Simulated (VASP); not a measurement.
# KCl (Fmmm) in VASP: further runs, part 2 of 2

VASP 6.6.1. The steps go on from the part before.

## (3) Single point, PBEsol (strain +0.0450 x Voigt [1, -1, 0, 0, 0, 0])

Input file INCAR:

```
PREC = Accurate
ENCUT = 520
EDIFF = 1E-6
ISMEAR = 0
SIGMA = 0.05
LREAL = False
LASPH = True
NELM = 60
ALGO = Normal
ISIF = 2
LWAVE = False
LCHARG = False
GGA = PS
NBANDS = 15
```

Input file KPOINTS:

```
regular mesh
0
Gamma
  6 6 6
```

Input file POSCAR:

```
KCl
1.0
    0.0000000000      3.0140755000      3.1561000000
    3.2981245000      0.0000000000      3.1561000000
    3.2981245000      3.0140755000      0.0000000000
K Cl
1 1
Direct
    0.0000000000      0.0000000000      0.0000000000
    0.5000000000      0.5000000000      0.5000000000
```

Potentials or basis: VASP PAW PBE potentials, release 64 (K_sv, Cl).

Launch:

```bash
$ cat potpaw_PBE.64/K_sv/POTCAR potpaw_PBE.64/Cl/POTCAR > POTCAR
$ mpirun -np 1 vasp_std > vasp.out
```

OUTCAR:

```text
PREC = Accurate
   ENCUT = 520
   EDIFF = 1E-6
   ISMEAR = 0
   LREAL = False
   LASPH = True
   NELM = 60
   ISIF = 2
   GGA = PS

 ion  position               nearest neighbor table
   1  0.000  0.000  0.000-   2 3.01   2 3.01   2 3.16   2 3.16
   2  0.500  0.500  0.500-   1 3.01   1 3.01   1 3.16   1 3.16

  LATTYP: Found a face centered orthorhombic cell.
 ALAT       =     6.0281510000
 B/A-ratio  =     1.0471204188
 C/A-ratio  =     1.0942408377

  Lattice vectors:

 A1 = (  -3.2981245000,   0.0000000000,  -3.1561000000)
 A2 = (  -3.2981245000,   3.0140755000,   0.0000000000)
 A3 = (   0.0000000000,   3.0140755000,  -3.1561000000)

Analysis of symmetry for initial positions (statically):
=====================================================================
 Subroutine PRICEL returns:
 Original cell was already a primitive cell.

 Routine SETGRP: Setting up the symmetry group for a
 face centered orthorhombic supercell.

 Subroutine GETGRP returns: Found  8 space group operations
 (whereof  8 operations were pure point group operations)
 out of a pool of  8 trial point group operations.

The static configuration has the point symmetry D_2h.

Analysis of symmetry for dynamics (positions and initial velocities):
=====================================================================
 Subroutine PRICEL returns:
 Original cell was already a primitive cell.

 Routine SETGRP: Setting up the symmetry group for a
 face centered orthorhombic supercell.

 Subroutine GETGRP returns: Found  8 space group operations
 (whereof  8 operations were pure point group operations)
 out of a pool of  8 trial point group operations.

The dynamic configuration has the point symmetry D_2h.

 Subroutine INISYM returns: Found  8 space group operations
 (whereof  8 operations are pure point group operations),
 and found     1 'primitive' translations

----------------------------------------------------------------------------------------

                                     Primitive cell

  volume of cell :      62.7483
[... 114 lines left out ...]
   GGA     = PS    functional components
   LHFCALC =     F    Hartree Fock is set to
   AEXX    =    0.0000 exact exchange contribution
   IVDW    =     0    specifies the selected vdW correction
   LEPSILON=     F    determine dielectric tensor
   LRPA    =     F    only Hartree local field effects (RPA)
 non-spin polarized calculation
 Gauss-broadening in eV      SIGMA  =   0.05
  energy-cutoff  :      520.00
  volume of cell :       62.75
 maximum number of plane-waves:      1704
   NGX = 17   NGY = 17   NGZ = 17

 number of electron      16.0000000 magnetization

 Free energy of the ion-electron system (eV)
  ---------------------------------------------------
  ext. energy  EPLUGINS =         0.00000000
  ---------------------------------------------------
  free energy    TOTEN  =        -6.99518249 eV

  energy without entropy =       -6.99518249  energy(sigma->0) =       -6.99518249

 E-fermi :  -1.5700     XC(G=0):  -7.6792

 val. band max:       -1.8969124480   @ k =   0.0000   0.0000   0.0000
 cond. band min:       3.0506809077   @ k =   0.0000   0.0000   0.0000
 fundamental gap:      4.9475933557
 Fermi energy:        -1.5700150507

 k-point     1 :       0.0000    0.0000    0.0000
  band No.  band energies     occupation
      1     -28.9793      2.00000
      2     -14.0237      2.00000
      3     -12.5148      2.00000
      4     -12.5118      2.00000
      5     -12.5044      2.00000
      6      -1.9590      2.00000
      7      -1.9364      2.00000
      8      -1.8969      2.00000
      9       3.0507      0.00000
     10       6.0843      0.00000
     11       6.3720      0.00000
     12       6.6747      0.00000
     13       7.0733      0.00000
     14       7.4514      0.00000
[... 401 lines left out ...]
      2     -14.1320      2.00000
      3     -12.5623      2.00000
      4     -12.5452      2.00000
      5     -12.3389      2.00000
      6      -2.7396      2.00000
      7      -2.2826      2.00000
      8      -2.2626      2.00000
      9       5.5262      0.00000
     10       5.6902      0.00000
     11       7.9070      0.00000
     12       8.5749      0.00000
     13       8.6494      0.00000
     14       9.2899      0.00000
     15       9.8297      0.00000

 [... further k-points ...]
[... 5 lines left out ...]
  --------------------------------------------------------------------------------------
  -------------------------------------------------------------------------------------
  Total       -0.5877628      0.5794511     -0.1875645      0.0000000     -0.0000000      0.0000000
  in kB      -15.0075820     14.7953581     -4.7891599      0.0000000     -0.0000000      0.0000000
  external PRESSURE =      -1.6671279 kB  Pullay stress =       0.0000000 kB

 VOLUME and BASIS-vectors are now :
 -----------------------------------------------------------------------------
  energy-cutoff  :      520.00
  volume of cell :       62.75
      direct lattice vectors                 reciprocal lattice vectors
     0.000000000  3.014075500  3.156100000    -0.151601312  0.165888346  0.158423371
     3.298124500  0.000000000  3.156100000     0.151601312 -0.165888346  0.158423371
     3.298124500  3.014075500  0.000000000     0.151601312  0.165888346 -0.158423371

 POSITION                                       TOTAL-FORCE (eV/Angst)
 -----------------------------------------------------------------------------------
      0.00000      0.00000      0.00000         0.000000     -0.000000     -0.000000
      3.29812      3.01408      3.15610         0.000000      0.000000      0.000000
 -----------------------------------------------------------------------------------
    total drift:                                0.000000     -0.000000     -0.000000

  FREE ENERGIE OF THE ION-ELECTRON SYSTEM (eV)
  ---------------------------------------------------
  free  energy   TOTEN  =        -6.9951824940 eV

  energy  without entropy=       -6.9951824940  energy(sigma->0) =       -6.99518249
```

Wall time 23 s (1 thread of Intel Xeon 6975P-C (Granite Rapids), shared host); peak memory 0.21 GiB.

Results:

| Property | Result |
| --- | --- |
| Free energy | -6.9952 eV |
| Pressure | -0.2 GPa |
| Band gap on the k mesh | 4.95 eV, direct |

Levels at points of the mesh, in eV from the valence-band top:
| k point | band 4 | band 5 | band 6 | band 7 | band 8 | band 9 | band 10 | band 11 | band 12 | band 13 |
| --- | --- | --- | --- | --- | --- | --- | --- | --- | --- | --- |
| (0.00, 0.00, 0.00) | -10.61 | -10.61 | -0.06 | -0.04 | 0.00 | 4.95 | 7.98 | 8.27 | 8.57 | 8.97 |
| (0.50, 0.00, 0.00) | -10.61 | -10.34 | -1.12 | -0.38 | -0.37 | 7.36 | 8.40 | 10.38 | 10.51 | 10.94 |
| (0.50, 0.50, 0.00) | -10.69 | -10.65 | -0.71 | -0.25 | -0.25 | 6.40 | 8.13 | 9.81 | 10.19 | 10.54 |
| (0.50, 0.00, 0.50) | -10.69 | -10.67 | -0.62 | -0.33 | -0.31 | 6.31 | 8.25 | 10.09 | 10.28 | 10.56 |
| (0.00, 0.50, 0.50) | -10.67 | -10.65 | -0.76 | -0.21 | -0.20 | 6.44 | 8.12 | 9.54 | 10.06 | 10.54 |

Caveat: the cell differs from its parent crystal (strain +0.0450 x Voigt [1, -1, 0, 0, 0, 0]); the PAW data sets were made with another functional, which shifts forces and pressure a little.

## (4) Single point, PBEsol (strain -0.0300 x Voigt [1, -1, 0, 0, 0, 0])

Input file INCAR:

```
SYSTEM = KCl
PREC = Accurate
ENCUT = 520
EDIFF = 1E-6
ISMEAR = 0
SIGMA = 0.05
LREAL = .FALSE.
LASPH = .TRUE.
NELM = 60
ALGO = Normal
ISIF = 2
LWAVE = .FALSE.
LCHARG = .FALSE.
GGA = PS
NBANDS = 15
```

Input file KPOINTS:

```
Automatic mesh
0
G
  6 6 6
  0 0 0
```

Input file POSCAR:

```
KCl
1.0
    0.0000000000      3.2507830000      3.1561000000
    3.0614170000      0.0000000000      3.1561000000
    3.0614170000      3.2507830000      0.0000000000
K Cl
1 1
Direct
    0.0000000000      0.0000000000      0.0000000000
    0.5000000000      0.5000000000      0.5000000000
```

Launch:

```bash
$ cat potpaw_PBE.64/K_sv/POTCAR potpaw_PBE.64/Cl/POTCAR > POTCAR
$ mpirun -np 1 vasp_std > vasp.out
```

It took 22 s on 1 thread of Intel Xeon 6975P-C (Granite Rapids), shared host; peak memory 0.21 GiB.

Results (log left out):

```
Free energy            : -7.0095 eV
Pressure               : -0.4 GPa
Band gap on the k mesh : 4.97 eV, direct
```

Stress tensor (GPa, compression positive):
```
 0.66  0.00  0.00
 0.00 -1.26  0.00
 0.00  0.00 -0.50
```

Levels at points of the mesh, in eV from the valence-band top:
```tsv
k point	band 6	band 7	band 8	band 9	band 10	band 11
(0.00, 0.00, 0.00)	-0.04	-0.02	0.00	4.97	8.08	8.28
(0.50, 0.00, 0.00)	-1.10	-0.35	-0.35	7.38	8.42	10.40
(0.50, 0.50, 0.00)	-0.69	-0.25	-0.24	6.40	8.16	9.83
(0.50, 0.00, 0.50)	-0.73	-0.21	-0.21	6.43	8.14	9.65
(0.00, 0.50, 0.50)	-0.64	-0.29	-0.28	6.35	8.23	10.01
```

Caveat: the cell differs from its parent crystal (strain -0.0300 x Voigt [1, -1, 0, 0, 0, 0]); the PAW data sets were made with another functional, which shifts forces and pressure a little.

## (5) Summary

| cell | gap on the mesh (eV) | pressure (GPa) |
| --- | --- | --- |
| a = 4.599, b = 4.332, c = 4.471 Å, angles 63.0, 57.0, 60.0°, 2 atoms | 4.92 | 0.1 |
| a = 4.364, b = 4.565, c = 4.468 Å, angles 57.8, 62.2, 60.0°, 2 atoms | 4.95 | -0.2 |
| a = 4.531, b = 4.397, c = 4.465 Å, angles 61.5, 58.5, 60.0°, 2 atoms | 4.97 | -0.4 |

Alike in all rows: task single point; level PBEsol; potentials or basis VASP PAW PBE potentials, release 64 (K_sv, Cl); no spin polarisation; k mesh 6 × 6 × 6; cutoff (eV) 520; smearing gaussian 0.05 eV.

Caveats: the PAW data sets were made with another functional, which shifts forces and pressure a little.

Absolute energies hang on the potentials; compare differences alone.
